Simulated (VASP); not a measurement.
# BN (F-43m) in VASP: a series of runs

Runs on BN. Level: PBEsol. Tasks: relaxation of cell and atoms.

All numbers are computed with VASP 6.6.1; they aren't measurements. Logs are shortened: lines on timing, memory, paths and dates and some standing lists are left out, and cuts for length are marked.

## Step 1: The cell of the first run

It takes space group F-43m (No. 216, cubic). Conventional cell: a = 3.626 Å, b = 3.626 Å, c = 3.626 Å, α = 90.00°, β = 90.00°, γ = 90.00°. Within 2.1 Å of N (site symmetry -43m) lie 4 B at 1.57 Å. B (site symmetry -43m) has 4 N at 1.57 Å within 2.1 Å.

## Step 2: Relaxation of cell and atoms, PBEsol, target pressure 2 GPa, at which the enthalpy is minimised

Input file INCAR:

```
PREC = Accurate ; ENCUT = 600
EDIFF = 1E-6 ; ISMEAR = -1
SIGMA = 0.05 ; LREAL = F
LASPH = T ; NELM = 60
ALGO = Normal ; ISIF = 3
LWAVE = F ; LCHARG = F
GGA = PS ; IBRION = 2
NSW = 60 ; EDIFFG = -0.01
PSTRESS = 20.0
```

Input file KPOINTS:

```
Automatic mesh
0
Gamma
  13 13 13
```

Input file POSCAR:

```
BN
1.0
    0.0000000000      1.8130010000      1.8130010000
    1.8130010000      0.0000000000      1.8130010000
    1.8130010000      1.8130010000      0.0000000000
N B
1 1
Direct
    0.2500000000      0.2500000000      0.2500000000
    0.0000000000      0.0000000000      0.0000000000
```

Potentials or basis: VASP PAW PBE potentials, release 64 (N, B).

Launch:

```bash
> cat potpaw_PBE.64/N/POTCAR potpaw_PBE.64/B/POTCAR > POTCAR
> mpirun -np 1 vasp_std > vasp.out
```

OUTCAR:

```text
PREC = Accurate
   ENCUT = 600
   EDIFF = 1E-6
   ISMEAR = -1
   LREAL = F
   LASPH = T
   NELM = 60
   ISIF = 3
   GGA = PS
   IBRION = 2
   NSW = 60
   EDIFFG = -0.01
   PSTRESS = 20.0

 ion  position               nearest neighbor table
   1  0.250  0.250  0.250-   2 1.57   2 1.57   2 1.57   2 1.57
   2  0.000  0.000  0.000-   1 1.57   1 1.57   1 1.57   1 1.57

  LATTYP: Found a face centered cubic cell.
 ALAT       =     3.6260020000

  Lattice vectors:

 A1 = (   0.0000000000,   1.8130010000,   1.8130010000)
 A2 = (   1.8130010000,   0.0000000000,   1.8130010000)
 A3 = (   1.8130010000,   1.8130010000,   0.0000000000)

Analysis of symmetry for initial positions (statically):
=====================================================================
 Subroutine PRICEL returns:
 Original cell was already a primitive cell.

 Routine SETGRP: Setting up the symmetry group for a
 face centered cubic supercell.

 Subroutine GETGRP returns: Found 24 space group operations
 (whereof 24 operations were pure point group operations)
 out of a pool of 48 trial point group operations.

The static configuration has the point symmetry T_d .

Analysis of symmetry for dynamics (positions and initial velocities):
=====================================================================
 Subroutine PRICEL returns:
 Original cell was already a primitive cell.

 Routine SETGRP: Setting up the symmetry group for a
 face centered cubic supercell.

 Subroutine GETGRP returns: Found 24 space group operations
 (whereof 24 operations were pure point group operations)
 out of a pool of 48 trial point group operations.

The dynamic configuration has the point symmetry T_d .

 Subroutine INISYM returns: Found 24 space group operations
 (whereof 24 operations are pure point group operations),
 and found     1 'primitive' translations

----------------------------------------------------------------------------------------

                                     Primitive cell

  volume of cell :      11.9186

  direct lattice vectors                    reciprocal lattice vectors
     0.000000000  1.813001000  1.813001000    -0.275785838  0.275785838  0.275785838
     1.813001000  0.000000000  1.813001000     0.275785838 -0.275785838  0.275785838
     1.813001000  1.813001000  0.000000000     0.275785838  0.275785838 -0.275785838

  length of vectors
     2.563970603  2.563970603  2.563970603     0.477675083  0.477675083  0.477675083

  position of ions in fractional coordinates (direct lattice)
     0.250000000  0.250000000  0.250000000
     0.000000000  0.000000000  0.000000000

  ion indices of the primitive-cell ions
   primitive index   ion index
                 1           1
                 2           2

----------------------------------------------------------------------------------------

 KPOINTS: Automatic mesh

Automatic generation of k-mesh.
 Grid dimensions read from file:
 generate k-points for:   13   13   13

 Generating k-lattice:

  Cartesian coordinates                     Fractional coordinates (reciprocal lattice)
    -0.021214295  0.021214295  0.021214295     0.076923077  0.000000000  0.000000000
     0.021214295 -0.021214295  0.021214295     0.000000000  0.076923077  0.000000000
     0.021214295  0.021214295 -0.021214295     0.000000000  0.000000000  0.076923077

  Length of vectors
     0.036744237  0.036744237  0.036744237

  Shift w.r.t. Gamma in fractional coordinates (k-lattice)
     0.000000000  0.000000000  0.000000000

 Subroutine IBZKPT returns following result:
 ===========================================

 Found     84 irreducible k-points:

 Following reciprocal coordinates:
            Coordinates               Weight
  0.000000  0.000000  0.000000      1.000000
  0.076923  0.000000  0.000000      8.000000
  0.153846  0.000000  0.000000      8.000000
  0.230769  0.000000  0.000000      8.000000
  0.307692  0.000000  0.000000      8.000000
  0.384615  0.000000  0.000000      8.000000
[... 16 lines left out ...]
  0.384615  0.153846  0.000000     24.000000
  0.461538  0.153846  0.000000     24.000000
 [... further k-points ...]
   k-points           NKPTS =     84   k-points in BZ     NKDIM =     84   number of bands    NBANDS=      8
   number of dos      NEDOS =    301   number of ions     NIONS =      2
   total plane-waves  NPLWV =   8000
   dimension x,y,z NGX =    20 NGY =   20 NGZ =   20
   dimension x,y,z NGXF=    40 NGYF=   40 NGZF=   40
   ions per type =               1   1
   NGX,Y,Z   is equivalent  to a cutoff of  12.97, 12.97, 12.97 a.u.
   NGXF,Y,Z  is equivalent  to a cutoff of  25.94, 25.94, 25.94 a.u.
 SYSTEM =  unknown system
   PREC   = accura    normal or accurate (medium, high low for compatibility)
   ISTART =      0    job   : 0-new  1-cont  2-samecut
   ICHARG =      2    charge: 1-file 2-atom 10-const
   ISPIN  =      1    spin polarized calculation?
   LNONCOLLINEAR =      F non collinear calculations
   LSORBIT =      F    spin-orbit coupling
   LASPH  =      T    aspherical Exc in radial PAW
   ENCUT  =  600.0 eV  44.10 Ry    6.64 a.u.   5.12  5.12  5.12*2*pi/ulx,y,z
   NELM   =     60;   NELMIN=  2; NELMDL= -5     # of ELM steps
   EDIFF  = 0.1E-05   stopping-criterion for ELM
   LREAL  =      F    real-space projection
   EDIFFG = -.1E-01   stopping-criterion for IOM
   NSW    =     60    number of steps for IOM
   IBRION =      2    ionic relax: 0-MD 1-quasi-New 2-CG
   NFREE  =      1    steps in history (QN), initial steepest desc. (CG)
   ISIF   =      3    stress and relaxation
   ISYM   =      2    0-nonsym 1-usesym 2-fastsym
   POTIM  = 0.5000    time-step for ionic-motion
   TEBEG  =    0.0;   TEEND  =   0.0 temperature during run
   PSTRESS=   20.0 pullay stress
   NELECT =       8.0000    total number of electrons
   NUPDOWN=      -1.0000    fix difference up-down
   EMIN   =  10.00;   EMAX   =-10.00  energy-range for DOS
   EFERMI =   0.00;   METHOD = LEGACY
   ISMEAR =    -1;   SIGMA  =   0.05  broadening in eV -4-tet -1-fermi 0-gaus
   EFERMI_NEDOS =   21; number of points for ismear=-14 and -15
   IALGO  =     38    algorithm
   IMIX   =      4    mixing-type and parameters
     AMIX     =   0.40;   BMIX     =  1.00
     AMIX_MAG =   1.60;   BMIX_MAG =  1.00
  volume/ion in A,a.u.               =       5.96        40.22
  Fermi-wavevector in a.u.,A,eV,Ry     =   1.433387  2.708709 27.954506  2.054598
  Thomas-Fermi vector in A             =   2.552911
   LORBIT       =      0    0 simple, 1 ext, 2 COOP (PROOUT), +10 PAW based schemes
   GGA     = PS    functional components
   LHFCALC =     F    Hartree Fock is set to
   AEXX    =    0.0000 exact exchange contribution
   IVDW    =     0    specifies the selected vdW correction
   LEPSILON=     F    determine dielectric tensor
   LRPA    =     F    only Hartree local field effects (RPA)
 conjugate gradient relaxation of ions
 non-spin polarized calculation
  energy-cutoff  :      600.00
  volume of cell :       11.92
 maximum number of plane-waves:       411
   NGX = 11   NGY = 11   NGZ = 11

--------------------------------------- Ionic step        1  -------------------------------------------

 number of electron       7.9999999 magnetization

 Free energy of the ion-electron system (eV)
  ---------------------------------------------------
  ext. energy  EPLUGINS =         0.00000000
  ---------------------------------------------------
  free energy    TOTEN  =       -18.34773670 eV

  energy without entropy =      -18.34773670  energy(sigma->0) =      -18.34773670

------------------------ aborting loop because EDIFF is reached ----------------------------------------

  FORCE on cell =-STRESS in cart. coord.  units (eV):
  Direction    XX          YY          ZZ          XY          YZ          ZX
  --------------------------------------------------------------------------------------
  -------------------------------------------------------------------------------------
  Total       -0.4484598     -0.4484598     -0.4484598      0.0000000      0.0000000     -0.0000000
  in kB      -60.2851014    -60.2851014    -60.2851014      0.0000000      0.0000000     -0.0000000
  external PRESSURE =     -80.2851014 kB  Pullay stress =      20.0000000 kB
[... 61 lines left out ...]
  enthalpy is  TOTEN    =       -18.1980770360 eV   P V=        0.1424417881

--------------------------------------- Ionic step        3  -------------------------------------------

 number of electron       7.9999999 magnetization

 Free energy of the ion-electron system (eV)
  ---------------------------------------------------
  ext. energy  EPLUGINS =         0.00000000
  ---------------------------------------------------
  free energy    TOTEN  =       -18.35100200 eV

  energy without entropy =      -18.35100200  energy(sigma->0) =      -18.35100200

 E-fermi :   8.5204     XC(G=0): -13.0750

 val. band max:        7.5110660124   @ k =   0.0000   0.0000   0.0000
 cond. band min:      11.8774718432   @ k =   0.4615   0.4615   0.0000
 fundamental gap:      4.3664058308
 Fermi energy:         8.5203678301

 k-point     1 :       0.0000    0.0000    0.0000
  band No.  band energies     occupation
      1     -12.8795      2.00000
      2       7.5111      2.00000
      3       7.5111      2.00000
      4       7.5111      2.00000
      5      16.3289      0.00000
      6      16.3289      0.00000
      7      16.3289      0.00000
      8      17.9740      0.00000
[... 243 lines left out ...]
 k-point    24 :       0.4615    0.1538    0.0000
  band No.  band energies     occupation
      1      -8.8146      2.00000
      2      -1.9148      2.00000
      3       4.1987      2.00000
      4       4.6269      2.00000
      5      16.3449      0.00000
      6      19.7186      0.00000
      7      20.0581      0.00000
      8      22.2225      0.00000

 [... further k-points ...]

------------------------ aborting loop because EDIFF is reached ----------------------------------------

  FORCE on cell =-STRESS in cart. coord.  units (eV):
  Direction    XX          YY          ZZ          XY          YZ          ZX
  --------------------------------------------------------------------------------------
  -------------------------------------------------------------------------------------
  Total        0.1435055      0.1435055      0.1435055      0.0000000      0.0000000     -0.0000000
  in kB       19.7028460     19.7028460     19.7028460      0.0000000      0.0000000     -0.0000000
  external PRESSURE =      -0.2971540 kB  Pullay stress =      20.0000000 kB
[... 17 lines left out ...]
  FREE ENERGIE OF THE ION-ELECTRON SYSTEM (eV)
  ---------------------------------------------------
  free  energy   TOTEN  =       -18.3510020032 eV

  energy  without entropy=      -18.3510020032  energy(sigma->0) =      -18.35100200

  enthalpy is  TOTEN    =       -18.2053321633 eV   P V=        0.1456698400

 reached required accuracy - stopping structural energy minimisation
```

It took 7.3 s on 1 thread of Intel Xeon 6975P-C (Granite Rapids), shared host; peak memory 0.12 GiB.

Results:

| Quantity | Value |
| --- | --- |
| Free energy | -18.3510 eV |
| Relaxed volume | 5.83 Å³/atom |
| Relaxed cell | a = 2.546 Å, b = 2.546 Å, c = 2.546 Å, α = 60.00°, β = 60.00°, γ = 60.00° |
| Space group after relaxing (to 0.05 Å) | F-43m (No. 216) |
| Energy change on relaxing (the enthalpy is what falls) | -1.6 meV/atom |
| Ionic steps | 3 |
| Pressure after relaxing | 2.0 GPa |
| Band gap on the k mesh | 4.37 eV, indirect (least direct gap 8.82 eV) |

The path:
| step | energy change (eV) | largest force (eV/Å) | pressure (GPa) | volume (Å³) |
| --- | --- | --- | --- | --- |
| 1 | 0.0000 | 0.0000 | -6.03 | 11.92 |
| 2 | 0.0072 | 0.0000 | 11.19 | 11.41 |
| 3 | -0.0033 | 0.0000 | 1.97 | 11.67 |

Final structure:
```
N B
1.0
     0.00000    1.80028    1.80028
     1.80028    0.00000    1.80028
     1.80028    1.80028    0.00000
N B
1 1
Direct
  0.25000 0.25000 0.25000
  0.00000 0.00000 0.00000
```

Caveat: the cell is relaxed towards a set pressure, so the enthalpy falls and the energy may rise; the PAW data sets were made with another functional, which shifts forces and pressure a little. A k mesh can miss the band edges.

(Part 1 of 2 ends here.)
